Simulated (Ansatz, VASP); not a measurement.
**Ga: VASP beside Ansatz**

The input INCAR:

```
PREC = Accurate
ENCUT = 520
EDIFF = 1E-6
ISMEAR = -1
SIGMA = 0.1
LREAL = False
LASPH = True
NELM = 100
ALGO = Normal
ISIF = 2
LWAVE = False
LCHARG = True
GGA = RP
LELF = True
LVHAR = True
NBANDS = 20
```

File KPOINTS:

```
Automatic mesh
0
Gamma
  13 13 8
```

POSCAR

```
Ga
1.0
    3.1534921132      0.0000000000      0.0000000000
   -1.5767460566      2.7310042807      0.0000000000
    0.0000000000      0.0000000000      4.9739422572
Ga
2
Direct
    0.3333333333      0.6666666667      0.2500000000
    0.6666666667      0.3333333333      0.7500000000
```

Input for Ansatz:

```yaml
crystal:
  lattice:
    - [3.1534921132, 0.0, 0.0]
    - [-1.5767460566, 2.7310042807, 0.0]
    - [0.0, 0.0, 4.9739422572]
  atoms:
    - { symbol: Ga, position: [0.3333333333, 0.6666666667, 0.25] }
    - { symbol: Ga, position: [0.6666666667, 0.3333333333, 0.75] }
hamiltonian:
  xc: rpbe
  pseudopotentials:
    kind: paw
    azcp:
      Ga: "pseudopotentials/Ga.paw.azcp"
basis:
  ecutwfc: 420
  fft_grid_basis: typed
kpoints:
  mp_grid: { grid: [13, 13, 8], shift: [0, 0, 0] }
magnetization:
  spin_polarized: false
scf:
  occupations: { method: fermi_dirac, width: 0.1 }
  lower_state_search: "off"
output:
  stress: true
```

Alike in both runs: task single point; functional RPBE; k mesh 13 × 13 × 8; occupations fermi-dirac, width 0.1 eV; no spin polarisation.

|  | VASP | Ansatz |
| --- | --- | --- |
| version | VASP 6.6.1 | Ansatz 0.2.0 |
| potentials or method | VASP PAW PBE potentials, release 64 (Ga_d), cutoff 520 eV | plane waves (420 eV) with PAW, scalar-relativistic |
| valence electrons in the cell | 26 | 26 |

```csv
,VASP,Ansatz,Ansatz less VASP
pressure (GPa),-2.5,-2.6,-0.07
"traceless stress, the component that is largest in VASP (GPa)",-0.11,-0.12,-0.013
```

VASP's potentials were made for PBE, not for RPBE.
